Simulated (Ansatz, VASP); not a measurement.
## Two plane-wave programs on Ti

```xyz
1
Lattice="0.0000 1.9475 1.9475 1.9475 0.0000 1.9475 1.9475 1.9475 0.0000" Properties=species:S:1:pos:R:3 pbc="T T T"
Ti    0.0000    0.0000    0.0000
```

Alike in both runs: task single point; functional LDA; k mesh 15 × 15 × 15; occupations fermi-dirac, width 0.1 eV; no spin polarisation.

|  | VASP | Ansatz |
| --- | --- | --- |
| version | VASP 6.6.1 | Ansatz 0.2.0 |
| potentials or method | VASP PAW LDA potentials, release 64 (Ti_sv), cutoff 520 eV | plane waves (420 eV) with PAW, scalar-relativistic |
| valence electrons in the cell | 12 | 12 |

```csv
,VASP,Ansatz,Ansatz less VASP
pressure (GPa),11.3,11.6,+0.26
```

Ansatz warns that its potentials were made for another functional, while VASP's fit it. LDA's correlation is that of Perdew and Zunger in VASP and of Perdew and Wang (1992) in Ansatz.
